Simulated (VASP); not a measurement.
# LiF (Fm-3m) in VASP: a series of runs, part 2 of 2

VASP 6.6.1. Earlier steps stand in the parts before.

## Step 3: G0W0 quasiparticle levels, PBE

Contents of POSCAR:

```
LiF
1.0
    0.0000000000      2.0050000000      2.0050000000
    2.0050000000      0.0000000000      2.0050000000
    2.0050000000      2.0050000000      0.0000000000
Li F
1 1
Direct
    0.0000000000      0.0000000000      0.0000000000
    0.5000000000      0.5000000000      0.5000000000
```

Contents of INCAR.step1:

```
SYSTEM = LiF
ALGO = Normal
EDIFF = 1E-8
ENCUT = 500
GGA = PE
ISMEAR = 0
LASPH = .True.
LCHARG = .False.
LREAL = .False.
LWAVE = .True.
NELM = 80
PREC = Accurate
SIGMA = 0.01
```

Contents of INCAR.step2:

```
SYSTEM = LiF
ALGO = Exact
EDIFF = 1E-8
ENCUT = 500
GGA = PE
ISMEAR = 0
ISTART = 1
LASPH = .True.
LCHARG = .False.
LOPTICS = .True.
LREAL = .False.
LWAVE = .True.
NBANDS = 80
NELM = 1
PREC = Accurate
SIGMA = 0.01
```

Contents of INCAR.step3:

```
SYSTEM = LiF
ALGO = EVGW0
EDIFF = 1E-8
ENCUT = 500
ENCUTGW = 113.3
GGA = PE
ISMEAR = 0
ISTART = 1
LASPH = .True.
LCHARG = .False.
LREAL = .False.
LWAVE = .False.
NBANDS = 80
NBANDSGW = 12
NELMGW = 1
NOMEGA = 96
OMEGAMAX = 20
PREC = Accurate
PRECFOCK = Fast
SIGMA = 0.01
```

Contents of KPOINTS:

```
k-points
0
Gamma
  4 4 4
  0 0 0
```

Potentials or basis: VASP PAW PBE potentials, release 64 (Li_GW, F_GW).

The run is started by

```
$ cat potpaw_PBE.64/Li_GW/POTCAR potpaw_PBE.64/F_GW/POTCAR > POTCAR
$ cp INCAR.step1 INCAR
$ mpirun -np 1 vasp_std > vasp.out
$ cp INCAR.step2 INCAR
$ mpirun -np 1 vasp_std > vasp.out
$ cp INCAR.step3 INCAR
$ mpirun -np 1 vasp_std > vasp.out
```

OUTCAR:

```text
SYSTEM = LiF
   EDIFF = 1E-8
   ENCUT = 500
   ENCUTGW = 113.3
   GGA = PE
   ISMEAR = 0
   ISTART = 1
   LASPH = .True.
   LREAL = .False.
   NELMGW = 1
   PREC = Accurate
   PRECFOCK = Fast

 ion  position               nearest neighbor table
   1  0.000  0.000  0.000-   2 2.00   2 2.00   2 2.00   2 2.00   2 2.00   2 2.00
   2  0.500  0.500  0.500-   1 2.00   1 2.00   1 2.00   1 2.00   1 2.00   1 2.00

  LATTYP: Found a face centered cubic cell.
 ALAT       =     4.0100000000

  Lattice vectors:

 A1 = (   0.0000000000,   2.0050000000,   2.0050000000)
 A2 = (   2.0050000000,   0.0000000000,   2.0050000000)
 A3 = (   2.0050000000,   2.0050000000,   0.0000000000)

Analysis of symmetry for initial positions (statically):
=====================================================================
 Subroutine PRICEL returns:
 Original cell was already a primitive cell.

 Routine SETGRP: Setting up the symmetry group for a
 face centered cubic supercell.

 Subroutine GETGRP returns: Found 48 space group operations
 (whereof 48 operations were pure point group operations)
 out of a pool of 48 trial point group operations.

The static configuration has the point symmetry O_h .

Analysis of symmetry for dynamics (positions and initial velocities):
=====================================================================
 Subroutine PRICEL returns:
 Original cell was already a primitive cell.

 Routine SETGRP: Setting up the symmetry group for a
 face centered cubic supercell.

 Subroutine GETGRP returns: Found 48 space group operations
 (whereof 48 operations were pure point group operations)
 out of a pool of 48 trial point group operations.

The dynamic configuration has the point symmetry O_h .

 Subroutine INISYM returns: Found 48 space group operations
 (whereof 48 operations are pure point group operations),
 and found     1 'primitive' translations

----------------------------------------------------------------------------------------

                                     Primitive cell

  volume of cell :      16.1203

  direct lattice vectors                    reciprocal lattice vectors
     0.000000000  2.005000000  2.005000000    -0.249376559  0.249376559  0.249376559
     2.005000000  0.000000000  2.005000000     0.249376559 -0.249376559  0.249376559
     2.005000000  2.005000000  0.000000000     0.249376559  0.249376559 -0.249376559

  length of vectors
     2.835498193  2.835498193  2.835498193     0.431932870  0.431932870  0.431932870

  position of ions in fractional coordinates (direct lattice)
     0.000000000  0.000000000  0.000000000
     0.500000000  0.500000000  0.500000000

  ion indices of the primitive-cell ions
   primitive index   ion index
                 1           1
                 2           2

[... 19 lines left out ...]
     0.000000000  0.000000000  0.000000000

 Subroutine IBZKPT returns following result:
 ===========================================

 Found      8 irreducible k-points:

 Following reciprocal coordinates:
            Coordinates               Weight
  0.000000  0.000000  0.000000      1.000000
  0.250000  0.000000  0.000000      8.000000
  0.500000  0.000000  0.000000      4.000000
  0.250000  0.250000  0.000000      6.000000
  0.500000  0.250000  0.000000     24.000000
 -0.250000  0.250000  0.000000     12.000000
  0.500000  0.500000  0.000000      3.000000
 -0.250000  0.500000  0.250000      6.000000
   k-points           NKPTS =      8   k-points in BZ     NKDIM =     64   number of bands    NBANDS=     80
   number of dos      NEDOS =    301   number of ions     NIONS =      2
   total plane-waves  NPLWV =  13824
   dimension x,y,z NGX =    24 NGY =   24 NGZ =   24
   dimension x,y,z NGXF=    48 NGYF=   48 NGZF=   48
   ions per type =               1   1
   NGX,Y,Z   is equivalent  to a cutoff of  14.07, 14.07, 14.07 a.u.
   NGXF,Y,Z  is equivalent  to a cutoff of  28.14, 28.14, 28.14 a.u.
 SYSTEM =  LiF
   PREC   = accura    normal or accurate (medium, high low for compatibility)
   ISTART =      1    job   : 0-new  1-cont  2-samecut
   ICHARG =      0    charge: 1-file 2-atom 10-const
   ISPIN  =      1    spin polarized calculation?
   LNONCOLLINEAR =      F non collinear calculations
   LSORBIT =      F    spin-orbit coupling
   LASPH  =      T    aspherical Exc in radial PAW
   ENCUT  =  500.0 eV  36.75 Ry    6.06 a.u.   5.17  5.17  5.17*2*pi/ulx,y,z
   NELM   =     60;   NELMIN=  2; NELMDL=  0     # of ELM steps
   EDIFF  = 0.1E-07   stopping-criterion for ELM
   LREAL  =      F    real-space projection
   EDIFFG = 0.1E-06   stopping-criterion for IOM
   NSW    =      0    number of steps for IOM
   IBRION =     -1    ionic relax: 0-MD 1-quasi-New 2-CG
   NFREE  =      0    steps in history (QN), initial steepest desc. (CG)
   ISIF   =      0    stress and relaxation
   ISYM   =      3    0-nonsym 1-usesym 2-fastsym
   POTIM  = 0.5000    time-step for ionic-motion
   TEBEG  =    0.0;   TEEND  =   0.0 temperature during run
   PSTRESS=    0.0 pullay stress
   NELECT =       8.0000    total number of electrons
   NUPDOWN=      -1.0000    fix difference up-down
   EMIN   =  10.00;   EMAX   =-10.00  energy-range for DOS
   EFERMI =   0.00;   METHOD = LEGACY
   ISMEAR =     0;   SIGMA  =   0.01  broadening in eV -4-tet -1-fermi 0-gaus
   EFERMI_NEDOS =   21; number of points for ismear=-14 and -15
   IALGO  =     38    algorithm
   IMIX   =      4    mixing-type and parameters
     AMIX     =   0.40;   BMIX     =  1.00
     AMIX_MAG =   1.60;   BMIX_MAG =  1.00
  volume/ion in A,a.u.               =       8.06        54.39
  Fermi-wavevector in a.u.,A,eV,Ry     =   1.296126  2.449322 22.856996  1.679942
  Thomas-Fermi vector in A             =   2.427602
   LORBIT       =      0    0 simple, 1 ext, 2 COOP (PROOUT), +10 PAW based schemes
   GGA     = PE    functional components
   LHFCALC =     T    Hartree Fock is set to
   PRECFOCK=fast      Normal, Fast or Accurate (Low or Medium for compatibility)
   ENCUT4O =  -1.0   cutoff for four orbital integrals eV
   NKREDX  =     1    reduce k-point grid by
   NKREDY  =     1    reduce k-point grid by
   NKREDZ  =     1    reduce k-point grid by
   AEXX    =    1.0000 exact exchange contribution
   HFSCREEN=    0.0000 screening length (either q_TF or 0.3 A-1)
   HFSCREENC=   0.0000 screening length for correlation (either q_TF or 0.3 A-1)
   ENCUTFOCK=  -1.0 apply spherical cutoff to Coloumb kernel
   IVDW    =     0    specifies the selected vdW correction
   LEPSILON=     F    determine dielectric tensor
   LRPA    =     F    only Hartree local field effects (RPA)
   LRPAFORCE           =     F    calculate RPA forces
   ENCUTGW             = 113.3    cutoff for response function in eV
   ENCUTGWSOFT         =  90.6    soft cutoff for Coulomb kernel in GW response function in eV
   ENCUTLF             =  -1.0    cutoff for local field effects
   NELMGW              =     1    number of iterations in solving QP/BSE equation
   NELMHF              =     1    number of iterations in the inner HF iteration
   NKREDLFX            =     1    NKREDLFY  =   1   NKREDLFZ  =   1
 non-spin polarized calculation
 Gauss-broadening in eV      SIGMA  =   0.01
  energy-cutoff  :      500.00
  volume of cell :       16.12
 maximum number of plane-waves:       415
 NGX is ok and might be reduce to    24
  NGX = 12; NGY = 12; NGZ = 12
   NGX = 11   NGY = 11   NGZ = 11
 maximum number of plane-waves:        59
 NGX is ok and might be reduce to    10

 QP shifts <psi_nk| G(iteration)W_0 |psi_nk>: iteration 1
 for sc-GW calculations column KS-energies equals QP-energies in previous step
 and V_xc(KS)=  KS-energies - (<T + V_ion + V_H > + <T+V_H+V_ion>^1  + <V_x>^1)

 k-point   1 :       0.0000    0.0000    0.0000
  band No.  KS-energies  QP-energies   sigma(KS)   V_xc(KS)     V^pw_x(r,r')   Z            occupation Imag(sigma)

      1     -23.2122     -27.4692     -27.7705     -22.3055     -36.5109       0.7790       2.0000       0.9725
      2      -3.1500      -5.8412     -26.1499     -22.9001     -30.7134       0.8281       2.0000       0.0440
      3      -3.1500      -5.8412     -26.1499     -22.9001     -30.7134       0.8281       2.0000       0.0440
      4      -3.1500      -5.8412     -26.1499     -22.9001     -30.7134       0.8281       2.0000       0.0440
      5       6.0191       7.6522      -8.5871     -10.4147      -5.4073       0.8936       0.0000      -0.0347
      6      20.9665      23.4720      -5.5372      -8.4505      -1.5683       0.8600       0.0000      -0.0898
      7      20.9665      23.4720      -5.5372      -8.4505      -1.5683       0.8600       0.0000      -0.0898
      8      20.9665      23.4720      -5.5372      -8.4505      -1.5683       0.8600       0.0000      -0.0898
      9      21.3083      22.9995      -6.4812      -8.4139      -2.6123       0.8751       0.0000      -0.1147
     10      21.3083      22.9995      -6.4812      -8.4139      -2.6123       0.8751       0.0000      -0.1147
     11      21.3083      22.9995      -6.4812      -8.4139      -2.6123       0.8751       0.0000      -0.1147
     12      24.4724      25.2902      -5.6726      -6.6463      -1.0764       0.8399       0.0000      -0.4887
[... 100 lines left out ...]
      1     -22.4759     -26.4959     -28.7902     -23.2789     -37.3820       0.7294       2.0000       0.7489
      2      -5.2794      -8.3358     -23.3325     -19.5740     -27.6847       0.8132       2.0000       0.0513
      3      -5.2794      -8.3358     -23.3325     -19.5740     -27.6847       0.8132       2.0000       0.0513
      4      -3.9713      -6.8381     -25.2071     -21.7163     -29.7303       0.8212       2.0000       0.0457
      5      12.0099      14.2818      -9.7698     -12.4300      -6.5444       0.8540       0.0000      -0.0334
      6      12.0099      14.2818      -9.7698     -12.4300      -6.5444       0.8540       0.0000      -0.0334
      7      14.3968      16.5691      -6.4749      -8.9548      -2.8336       0.8759       0.0000      -0.0413
      8      16.2313      18.4360      -7.6051     -10.1494      -3.9820       0.8665       0.0000      -0.0481
      9      24.4941      26.3167      -6.2239      -8.4091      -2.0033       0.8341       0.0000      -0.2239
     10      24.4941      26.3167      -6.2239      -8.4091      -2.0033       0.8341       0.0000      -0.2239
     11      31.1187      34.1979      -8.0829     -11.1938      -3.6712       0.9898       0.0000      -0.8974
     12      35.2985      38.3520      -8.7878     -12.2391      -4.0692       0.8847       0.0000      -1.1143
```

It took 24 s on 1 thread of Intel Xeon Platinum 8259CL at 2.50GHz (Skylake/Cascade Lake), shared host; peak memory 0.17 GiB.

Results:

```yaml
Quasiparticle_gap: 13.49 eV
Least_direct_quasiparticle_gap: 13.49 eV
Band_gap_of_the_starting_levels_on_the_mesh: 9.17 eV
Least_direct_gap_of_the_starting_levels_on_the_mesh: 9.17 eV
```

Caveat: the k points lie up to 0.68 Å⁻¹ apart; bands, screening cutoff and mesh are small and nothing is extrapolated, so the quasiparticle values aren't converged.
